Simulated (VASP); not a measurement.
Crystal: B3Sb2P.

```
CELL_PARAMETERS angstrom
4.06592 0.00000 0.00000
-2.03296 3.52119 0.00000
0.00000 0.00000 7.98673
ATOMIC_POSITIONS crystal
B 0.66667 0.33333 0.50000
B 0.00000 0.00000 0.00000
B 0.00000 0.00000 0.50000
Sb 0.33333 0.66667 0.24782
Sb 0.33333 0.66667 0.75218
P 0.66667 0.33333 0.00000
```

| Quantity | Value |
| --- | --- |
| Program | VASP 6.6.1 |
| Task | relaxation of cell and atoms |
| Functional | PBE |
| Potentials or basis | VASP PAW PBE potentials, release 64 (B, Sb, P) |
| Cutoff | 600 eV |
| k mesh | 6 × 6 × 2 |
| Occupations | gaussian, width 0.1 eV |
| Spin | no spin polarisation |

At the start: pressure -16.1 GPa; volume 19.06 Å³/atom.

Q: How do energy, volume and symmetry change on relaxing?

A: Over 34 steps the energy falls by 1102.7 meV/atom and the volume is 16.56 Å³/atom (-13.1 %); space group P-6m2 (No. 187, to 0.05 Å).

The path:
| step | energy change (eV) | largest force (eV/Å) | pressure (GPa) | volume (Å³) |
| --- | --- | --- | --- | --- |
| 1 | 0.0000 | 0.4547 | -16.12 | 114.34 |
| 2 | -2.6242 | 1.0653 | -1.18 | 85.28 |
| 3 | -2.7049 | 1.3496 | 3.63 | 81.59 |
| 4 | -3.9636 | 1.0938 | 9.86 | 78.37 |
| 5 | 0.4749 | 0.4578 | 92.08 | 64.80 |
| 6 | -4.4839 | 0.7677 | 16.62 | 76.20 |
| 7 | -4.3303 | 0.4287 | 40.96 | 70.89 |
| 8 | -4.8714 | 0.7061 | 24.78 | 73.99 |
| 9 | -4.7844 | 0.5248 | 31.63 | 72.47 |
| 10 | -4.8632 | 0.5824 | 28.59 | 73.10 |
| 11 | -5.2296 | 0.5580 | 25.69 | 75.06 |
| 12 | -5.4133 | 0.5475 | 24.30 | 77.10 |
| 13 | -5.3587 | 0.6365 | 24.71 | 80.94 |
| 14 | -5.4455 | 0.5207 | 24.37 | 78.73 |
| 15 | -6.0006 | 0.6811 | 13.85 | 83.04 |
| 16 | -6.3584 | 0.8517 | 1.40 | 90.07 |
| 17 | -6.3661 | 0.8731 | -0.20 | 91.22 |
| 18 | -6.3662 | 0.8767 | -0.55 | 91.49 |
| 19 | -6.3844 | 0.8493 | -0.54 | 91.60 |
| 20 | -6.4342 | 0.6853 | -0.45 | 91.95 |
| 21 | -6.4984 | 0.2482 | -0.03 | 92.65 |
| 22 | -6.5137 | 0.3780 | 1.05 | 94.05 |
| 23 | -6.5249 | 0.0854 | 0.50 | 93.48 |
| 24 | -6.5602 | 0.1274 | 1.43 | 94.38 |
| 25 | -6.5864 | 0.0301 | 3.10 | 95.97 |
| 26 | -6.5879 | 0.0957 | 2.75 | 95.62 |
| 27 | -6.6084 | 0.0993 | 1.08 | 97.85 |
| 28 | -6.6105 | 0.1824 | 0.39 | 98.86 |
| 29 | -6.6136 | 0.1176 | -0.08 | 99.14 |
| 30 | -6.6138 | 0.0956 | -0.24 | 99.24 |
| 31 | -6.6144 | 0.0633 | -0.05 | 99.10 |
| 32 | -6.6146 | 0.0236 | 0.19 | 98.94 |
| 33 | -6.6151 | 0.0238 | 0.20 | 99.05 |
| 34 | -6.6161 | 0.0240 | 0.19 | 99.37 |

Final structure:
```
B Sb P
1.0
     3.18616    0.00000    0.00000
    -1.59308    2.75930    0.00000
     0.00000    0.00000   11.30283
B Sb P
3 2 1
Direct
  0.66667 0.33333 0.50000
  0.00000 0.00000 0.00000
  0.00000 0.00000 0.50000
  0.33333 0.66667 0.31325
  0.33333 0.66667 0.68675
  0.66667 0.33333 0.00000
```

Caveat: the k points lie up to 0.38 Å⁻¹ apart in the final cell; this functional lacks dispersion, which binds the layers, so the pressure and a relaxed spacing across them are unreliable.
